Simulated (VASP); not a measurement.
# ZnS (F-43m) in VASP: notebook

The runs below take ZnS through single point, with PBE.

All numbers are computed with VASP 6.6.1; they aren't measurements. Logs are shortened: lines on timing, memory, paths and dates and some standing lists are left out, and cuts for length are marked.

### 1 The cell of the first run

Symmetry: F-43m, No. 216, cubic system. The conventional cell has a = 5.332 Å, b = 5.332 Å, c = 5.332 Å, α = 90.00°, β = 90.00°, γ = 90.00°. Within 3.1 Å of Zn (site symmetry -43m) lie 4 S at 2.31 Å. S (site symmetry -43m) has 4 Zn at 2.31 Å within 3.1 Å.

### 2 Single point, PBE (volume changed by -6%)

Contents of INCAR:

```
SYSTEM = ZnS
  PREC = Accurate
  ENCUT = 520
  EDIFF = 1E-7
  ISMEAR = 0
  SIGMA = 0.01
  LREAL = .False.
  LASPH = .True.
  NELM = 80
  ALGO = Normal
  ISIF = 2
  LWAVE = .False.
  LCHARG = .True.
  GGA = PE
  LELF = .True.
  LVHAR = .True.
  NBANDS = 16
```

Contents of KPOINTS:

```
Automatic mesh
0
Gamma
  6 6 6
  0 0 0
```

Contents of POSCAR:

```
ZnS
1.0
    0.0000000000      2.6661981476      2.6661981476
    2.6661981476      0.0000000000      2.6661981476
    2.6661981476      2.6661981476      0.0000000000
Zn S
1 1
Direct
    0.0000000000      0.0000000000      0.0000000000
    0.2500000000      0.2500000000      0.2500000000
```

Potentials or basis: VASP PAW PBE potentials, release 64 (Zn, S).

Launch:

```sh
> cat potpaw_PBE.64/Zn/POTCAR potpaw_PBE.64/S/POTCAR > POTCAR
> mpirun -np 1 vasp_std > vasp.out
```

OUTCAR:

```text
SYSTEM = ZnS
   PREC = Accurate
   ENCUT = 520
   EDIFF = 1E-7
   ISMEAR = 0
   LREAL = .False.
   LASPH = .True.
   NELM = 80
   ISIF = 2
   GGA = PE

 ion  position               nearest neighbor table
   1  0.000  0.000  0.000-   2 2.31   2 2.31   2 2.31   2 2.31
   2  0.250  0.250  0.250-   1 2.31   1 2.31   1 2.31   1 2.31

  LATTYP: Found a face centered cubic cell.
 ALAT       =     5.3323962952

  Lattice vectors:

 A1 = (   0.0000000000,   2.6661981476,   2.6661981476)
 A2 = (   2.6661981476,   0.0000000000,   2.6661981476)
 A3 = (   2.6661981476,   2.6661981476,   0.0000000000)

Analysis of symmetry for initial positions (statically):
=====================================================================
 Subroutine PRICEL returns:
 Original cell was already a primitive cell.

 Routine SETGRP: Setting up the symmetry group for a
 face centered cubic supercell.

 Subroutine GETGRP returns: Found 24 space group operations
 (whereof 24 operations were pure point group operations)
 out of a pool of 48 trial point group operations.

The static configuration has the point symmetry T_d .

Analysis of symmetry for dynamics (positions and initial velocities):
=====================================================================
 Subroutine PRICEL returns:
 Original cell was already a primitive cell.

 Routine SETGRP: Setting up the symmetry group for a
 face centered cubic supercell.

 Subroutine GETGRP returns: Found 24 space group operations
 (whereof 24 operations were pure point group operations)
 out of a pool of 48 trial point group operations.

The dynamic configuration has the point symmetry T_d .

 Subroutine INISYM returns: Found 24 space group operations
 (whereof 24 operations are pure point group operations),
 and found     1 'primitive' translations

----------------------------------------------------------------------------------------

                                     Primitive cell

  volume of cell :      37.9059

  direct lattice vectors                    reciprocal lattice vectors
     0.000000000  2.666198148  2.666198148    -0.187532949  0.187532949  0.187532949
     2.666198148  0.000000000  2.666198148     0.187532949 -0.187532949  0.187532949
     2.666198148  2.666198148  0.000000000     0.187532949  0.187532949 -0.187532949

  length of vectors
     3.770573580  3.770573580  3.770573580     0.324816595  0.324816595  0.324816595

[... 70 lines left out ...]
   NELM   =     80;   NELMIN=  2; NELMDL= -5     # of ELM steps
   EDIFF  = 0.1E-06   stopping-criterion for ELM
   LREAL  =      F    real-space projection
   EDIFFG = 0.1E-05   stopping-criterion for IOM
   NSW    =      0    number of steps for IOM
   IBRION =     -1    ionic relax: 0-MD 1-quasi-New 2-CG
   NFREE  =      0    steps in history (QN), initial steepest desc. (CG)
   ISIF   =      2    stress and relaxation
   ISYM   =      2    0-nonsym 1-usesym 2-fastsym
   POTIM  = 0.5000    time-step for ionic-motion
   TEBEG  =    0.0;   TEEND  =   0.0 temperature during run
   PSTRESS=    0.0 pullay stress
   NELECT =      18.0000    total number of electrons
   NUPDOWN=      -1.0000    fix difference up-down
   EMIN   =  10.00;   EMAX   =-10.00  energy-range for DOS
   EFERMI =   0.00;   METHOD = LEGACY
   ISMEAR =     0;   SIGMA  =   0.01  broadening in eV -4-tet -1-fermi 0-gaus
   EFERMI_NEDOS =   21; number of points for ismear=-14 and -15
   IALGO  =     38    algorithm
   IMIX   =      4    mixing-type and parameters
     AMIX     =   0.40;   BMIX     =  1.00
     AMIX_MAG =   1.60;   BMIX_MAG =  1.00
  volume/ion in A,a.u.               =      18.95       127.90
  Fermi-wavevector in a.u.,A,eV,Ry     =   1.277213  2.413582 22.194809  1.631272
  Thomas-Fermi vector in A             =   2.409825
   LORBIT       =      0    0 simple, 1 ext, 2 COOP (PROOUT), +10 PAW based schemes
   GGA     = PE    functional components
   LHFCALC =     F    Hartree Fock is set to
   AEXX    =    0.0000 exact exchange contribution
   IVDW    =     0    specifies the selected vdW correction
   LEPSILON=     F    determine dielectric tensor
   LRPA    =     F    only Hartree local field effects (RPA)
 non-spin polarized calculation
 Gauss-broadening in eV      SIGMA  =   0.01
  energy-cutoff  :      520.00
  volume of cell :       37.91
 maximum number of plane-waves:      1034
   NGX = 13   NGY = 13   NGZ = 13

 number of electron      18.0000019 magnetization

 Free energy of the ion-electron system (eV)
  ---------------------------------------------------
  ext. energy  EPLUGINS =         0.00000000
  ---------------------------------------------------
  free energy    TOTEN  =        -6.81106059 eV

  energy without entropy =       -6.81106059  energy(sigma->0) =       -6.81106059

 E-fermi :   2.5855     XC(G=0):  -9.8187

 val. band max:        2.4919045971   @ k =   0.0000   0.0000   0.0000
 cond. band min:       4.7830613131   @ k =   0.0000   0.0000   0.0000
 fundamental gap:      2.2911567160
 Fermi energy:         2.5855284673

 k-point     1 :       0.0000    0.0000    0.0000
  band No.  band energies     occupation
      1     -10.9360      2.00000
      2      -4.0175      2.00000
      3      -4.0175      2.00000
      4      -4.0175      2.00000
      5      -3.4708      2.00000
      6      -3.4708      2.00000
[... 281 lines left out ...]
      3      -3.6947      2.00000
      4      -3.6044      2.00000
      5      -3.4467      2.00000
      6      -3.0825      2.00000
[... 8 lines left out ...]
     15      16.5403      0.00000
     16      17.5662      0.00000

------------------------ aborting loop because EDIFF is reached ----------------------------------------

  FORCE on cell =-STRESS in cart. coord.  units (eV):
  Direction    XX          YY          ZZ          XY          YZ          ZX
  --------------------------------------------------------------------------------------
  -------------------------------------------------------------------------------------
  Total        1.2141715      1.2141715      1.2141715     -0.0000000      0.0000000      0.0000000
  in kB       51.3196108     51.3196108     51.3196108     -0.0000000      0.0000000      0.0000000
  external PRESSURE =      51.3196108 kB  Pullay stress =       0.0000000 kB

 VOLUME and BASIS-vectors are now :
 -----------------------------------------------------------------------------
  energy-cutoff  :      520.00
  volume of cell :       37.91
      direct lattice vectors                 reciprocal lattice vectors
     0.000000000  2.666198148  2.666198148    -0.187532949  0.187532949  0.187532949
     2.666198148  0.000000000  2.666198148     0.187532949 -0.187532949  0.187532949
     2.666198148  2.666198148  0.000000000     0.187532949  0.187532949 -0.187532949

 POSITION                                       TOTAL-FORCE (eV/Angst)
 -----------------------------------------------------------------------------------
      0.00000      0.00000      0.00000         0.000000      0.000000      0.000000
      1.33310      1.33310      1.33310        -0.000000     -0.000000     -0.000000
 -----------------------------------------------------------------------------------
    total drift:                                0.000002      0.000002      0.000002

  FREE ENERGIE OF THE ION-ELECTRON SYSTEM (eV)
  ---------------------------------------------------
  free  energy   TOTEN  =        -6.8110605909 eV

  energy  without entropy=       -6.8110605909  energy(sigma->0) =       -6.81106059
```

stdout:

```text
POSCAR found type information on POSCAR ZnS
 POSCAR found :  2 types and       2 ions
 scaLAPACK will be used
 LDA part: xc-table for (Slater+PW92), standard interpolation
 POSCAR, INCAR and KPOINTS ok, starting setup
 FFT: planning ... GRIDC
 FFT: planning ... GRID_SOFT
 FFT: planning ... GRID
 WAVECAR not read
 entering main loop
```

It took 7.6 s on 1 thread of Intel Xeon 6975P-C (Granite Rapids), shared host; peak memory 0.15 GiB.

Results:

```
Free energy            : -6.8111 eV
Pressure               : 5.1 GPa
Band gap on the k mesh : 2.29 eV, direct
```

Levels at points of the mesh, in eV from the valence-band top:
```
           k point  band 7  band 8  band 9  band 10  band 11  band 12
(0.00, 0.00, 0.00)    0.00    0.00    0.00     2.29     6.36     6.36
(0.50, 0.00, 0.00)   -5.56   -0.93   -0.93     3.39     6.90     6.90
(0.50, 0.50, 0.00)   -4.72   -2.37   -2.37     3.31     4.06    11.27
```

Caveat: the cell differs from its parent crystal (volume changed by -6%).

### 3 Single point, PBE (volume changed by -3%)

Contents of INCAR:

```
SYSTEM = ZnS
  PREC = Accurate
  ENCUT = 520
  EDIFF = 1E-7
  ISMEAR = 0
  SIGMA = 0.01
  LREAL = .FALSE.
  LASPH = .TRUE.
  NELM = 60
  ALGO = Normal
  ISIF = 2
  LWAVE = .FALSE.
  LCHARG = .FALSE.
  GGA = PE
  NBANDS = 16
```

Contents of KPOINTS:

```
Automatic mesh
0
G
  6 6 6
  0 0 0
```

Contents of POSCAR:

```
ZnS
1.0
    0.0000000000      2.6942654539      2.6942654539
    2.6942654539      0.0000000000      2.6942654539
    2.6942654539      2.6942654539      0.0000000000
Zn S
1 1
Direct
    0.0000000000      0.0000000000      0.0000000000
    0.2500000000      0.2500000000      0.2500000000
```

Potentials or basis: VASP PAW PBE potentials, release 64 (Zn, S).

Launch:

```sh
> cat potpaw_PBE.64/Zn/POTCAR potpaw_PBE.64/S/POTCAR > POTCAR
> mpirun -np 1 vasp_std > vasp.out
```

Run time: 7.1 s. Hardware: 1 thread of Intel Xeon 6975P-C (Granite Rapids), shared host; peak memory 0.15 GiB.

It converged, with:

* Free energy: -6.8397 eV
* Pressure: 2.5 GPa
* Band gap on the k mesh: 2.15 eV, direct

Levels at points of the mesh, in eV from the valence-band top:
| k point | band 6 | band 7 | band 8 | band 9 | band 10 | band 11 | band 12 | band 13 |
| --- | --- | --- | --- | --- | --- | --- | --- | --- |
| (0.00, 0.00, 0.00) | -5.87 | 0.00 | 0.00 | 0.00 | 2.15 | 6.39 | 6.39 | 6.39 |
| (0.50, 0.00, 0.00) | -5.66 | -5.35 | -0.88 | -0.88 | 3.33 | 6.92 | 6.92 | 8.91 |
| (0.50, 0.50, 0.00) | -5.65 | -4.59 | -2.25 | -2.25 | 3.39 | 4.07 | 11.04 | 12.03 |

Caveat: the cell differs from its parent crystal (volume changed by -3%).

### 4 Single point, PBE

This run uses another cell than the first one, of 20.16 Å³/atom, 1.064 times its volume.

Contents of INCAR:

```
SYSTEM = ZnS
ALGO = Normal
EDIFF = 1E-7
ENCUT = 520
GGA = PE
ISIF = 2
ISMEAR = 0
LASPH = .TRUE.
LCHARG = .FALSE.
LREAL = .FALSE.
LWAVE = .FALSE.
NBANDS = 16
NELM = 60
PREC = Accurate
SIGMA = 0.01
```

Contents of KPOINTS:

```
k-points
0
G
  6 6 6
  0 0 0
```

Contents of POSCAR:

```
ZnS
1.0
    0.0000000000      2.7217598575      2.7217598575
    2.7217598575      0.0000000000      2.7217598575
    2.7217598575      2.7217598575      0.0000000000
Zn S
1 1
Direct
    0.0000000000      0.0000000000      0.0000000000
    0.2500000000      0.2500000000      0.2500000000
```

Potentials or basis: VASP PAW PBE potentials, release 64 (Zn, S).

Launch:

```sh
> cat potpaw_PBE.64/Zn/POTCAR potpaw_PBE.64/S/POTCAR > POTCAR
> mpirun -np 1 vasp_std > vasp.out
```

OUTCAR:

```text
SYSTEM = ZnS
   EDIFF = 1E-7
   ENCUT = 520
   GGA = PE
   ISIF = 2
   ISMEAR = 0
   LASPH = .TRUE.
   LREAL = .FALSE.
   NELM = 60
   PREC = Accurate

 ion  position               nearest neighbor table
   1  0.000  0.000  0.000-   2 2.36   2 2.36   2 2.36   2 2.36
   2  0.250  0.250  0.250-   1 2.36   1 2.36   1 2.36   1 2.36

  LATTYP: Found a face centered cubic cell.
 ALAT       =     5.4435197150

  Lattice vectors:

 A1 = (   0.0000000000,   2.7217598575,   2.7217598575)
[... 479 lines left out ...]

------------------------ aborting loop because EDIFF is reached ----------------------------------------

  FORCE on cell =-STRESS in cart. coord.  units (eV):
  Direction    XX          YY          ZZ          XY          YZ          ZX
  --------------------------------------------------------------------------------------
  -------------------------------------------------------------------------------------
  Total        0.0444856      0.0444856      0.0444856     -0.0000000     -0.0000000      0.0000000
  in kB        1.7674657      1.7674657      1.7674657     -0.0000000     -0.0000000      0.0000000
  external PRESSURE =       1.7674657 kB  Pullay stress =       0.0000000 kB

 VOLUME and BASIS-vectors are now :
 -----------------------------------------------------------------------------
  energy-cutoff  :      520.00
  volume of cell :       40.33
      direct lattice vectors                 reciprocal lattice vectors
     0.000000000  2.721759857  2.721759857    -0.183704671  0.183704671  0.183704671
     2.721759857  0.000000000  2.721759857     0.183704671 -0.183704671  0.183704671
     2.721759857  2.721759857  0.000000000     0.183704671  0.183704671 -0.183704671

 POSITION                                       TOTAL-FORCE (eV/Angst)
 -----------------------------------------------------------------------------------
      0.00000      0.00000      0.00000         0.000000      0.000000      0.000000
      1.36088      1.36088      1.36088        -0.000000     -0.000000     -0.000000
 -----------------------------------------------------------------------------------
    total drift:                               -0.000000     -0.000000     -0.000000

  FREE ENERGIE OF THE ION-ELECTRON SYSTEM (eV)
  ---------------------------------------------------
  free  energy   TOTEN  =        -6.8495585767 eV

  energy  without entropy=       -6.8495585767  energy(sigma->0) =       -6.84955858
```

stdout:

```text
POSCAR found type information on POSCAR ZnS
 POSCAR found :  2 types and       2 ions
 scaLAPACK will be used
 LDA part: xc-table for (Slater+PW92), standard interpolation
 POSCAR, INCAR and KPOINTS ok, starting setup
 FFT: planning ... GRIDC
 FFT: planning ... GRID_SOFT
 FFT: planning ... GRID
 WAVECAR not read
 entering main loop
```

Run time: 7.3 s. Hardware: 1 thread of Intel Xeon 6975P-C (Granite Rapids), shared host; peak memory 0.16 GiB.

Results:

| Item | Value |
| --- | --- |
| Free energy | -6.8496 eV |
| Pressure | 0.2 GPa |
| Band gap on the k mesh | 2.02 eV, direct |

PBE gaps usually lie below the measured ones, often by a third to a half.

### 5 Single point, PBE (volume changed by +3%)

Contents of INCAR:

```
ALGO     = Normal         # electronic algorithm
EDIFF    = 1E-7           # SCF threshold, eV
ENCUT    = 520            # plane-wave cutoff, eV
GGA      = PE             # functional
ISIF     = 2              # what is computed and relaxed
ISMEAR   = 0              # smearing method
LASPH    = True           # aspherical terms in the spheres
LCHARG   = False          # write CHGCAR
LREAL    = False          # projectors in reciprocal space
LWAVE    = False          # write WAVECAR
NBANDS   = 16             # bands
NELM     = 80             # most SCF steps
PREC     = Accurate       # precision mode
SIGMA    = 0.01           # smearing width, eV
```

Contents of KPOINTS:

```
k-points
0
Gamma
  6 6 6
```

Contents of POSCAR:

```
ZnS
1.0
    0.0000000000      2.7487097275      2.7487097275
    2.7487097275      0.0000000000      2.7487097275
    2.7487097275      2.7487097275      0.0000000000
Zn S
1 1
Direct
    0.0000000000      0.0000000000      0.0000000000
    0.2500000000      0.2500000000      0.2500000000
```

Launch:

```sh
> cat potpaw_PBE.64/Zn/POTCAR potpaw_PBE.64/S/POTCAR > POTCAR
> mpirun -np 1 vasp_std > vasp.out
```

It took 6.9 s on 1 thread of Intel Xeon 6975P-C (Granite Rapids), shared host; peak memory 0.16 GiB.

The run converged. Its results:

```
Free energy            : -6.8435 eV
Pressure               : -1.8 GPa
Band gap on the k mesh : 1.89 eV, direct
```

Levels at points of the mesh, in eV from the valence-band top:
```tsv
k point	band 7	band 8	band 9	band 10	band 11	band 12
(0.00, 0.00, 0.00)	0.00	0.00	0.00	1.89	6.42	6.42
(0.50, 0.00, 0.00)	-4.96	-0.79	-0.79	3.20	6.95	6.95
(0.50, 0.50, 0.00)	-4.36	-2.04	-2.04	3.52	4.07	10.63
```

Caveat: the cell differs from its parent crystal (volume changed by +3%).

### 6 Single point, PBE (volume changed by +6%)

Contents of INCAR:

```
SYSTEM = ZnS
PREC = Accurate
ENCUT = 520
EDIFF = 1E-7
ISMEAR = 0
SIGMA = 0.01
LREAL = .FALSE.
LASPH = .TRUE.
NELM = 80
ALGO = Normal
ISIF = 2
LWAVE = .FALSE.
LCHARG = .FALSE.
GGA = PE
NBANDS = 16
```

Contents of KPOINTS:

```
Automatic mesh
0
G
  6 6 6
  0 0 0
```

Contents of POSCAR:

```
ZnS
1.0
    0.0000000000      2.7751412502      2.7751412502
    2.7751412502      0.0000000000      2.7751412502
    2.7751412502      2.7751412502      0.0000000000
Zn S
1 1
Direct
    0.0000000000      0.0000000000      0.0000000000
    0.2500000000      0.2500000000      0.2500000000
```

Potentials or basis: VASP PAW PBE potentials, release 64 (Zn, S).

Launch:

```sh
> cat potpaw_PBE.64/Zn/POTCAR potpaw_PBE.64/S/POTCAR > POTCAR
> mpirun -np 1 vasp_std > vasp.out
```

Run time: 7.6 s. Hardware: 1 thread of Intel Xeon 6975P-C (Granite Rapids), shared host; peak memory 0.16 GiB.

Results (log left out):

```yaml
Free_energy: -6.8239 eV
Pressure: -3.4 GPa
Band_gap_on_the_k_mesh: 1.77 eV, direct
```

Levels at points of the mesh, in eV from the valence-band top:
```csv
k point,band 5,band 6,band 7,band 8,band 9,band 10,band 11,band 12,band 13,band 14
"(0.00, 0.00, 0.00)",-5.65,-5.65,0.00,0.00,0.00,1.77,6.43,6.43,6.43,11.42
"(0.50, 0.00, 0.00)",-5.63,-5.48,-4.79,-0.76,-0.76,3.14,6.95,6.95,8.56,11.82
"(0.50, 0.50, 0.00)",-5.59,-5.46,-4.25,-1.94,-1.94,3.58,4.05,10.44,11.42,11.42
```

Caveat: the cell differs from its parent crystal (volume changed by +6%).

### 7 Summary

| cell | gap on the mesh (eV) | pressure (GPa) |
| --- | --- | --- |
| a = 3.771 Å, angles 60.0°, 2 atoms | 2.29 | 5.1 |
| a = 3.810 Å, angles 60.0°, 2 atoms | 2.15 | 2.5 |
| a = 3.849 Å, angles 60.0°, 2 atoms | 2.02 | 0.2 |
| a = 3.887 Å, angles 60.0°, 2 atoms | 1.89 | -1.8 |
| a = 3.925 Å, angles 60.0°, 2 atoms | 1.77 | -3.4 |

Alike in all rows: task single point; level PBE; potentials or basis VASP PAW PBE potentials, release 64 (Zn, S); no spin polarisation; k mesh 6 × 6 × 6; cutoff (eV) 520; smearing gaussian 0.01 eV.

Absolute energies hang on the potentials; compare differences alone.
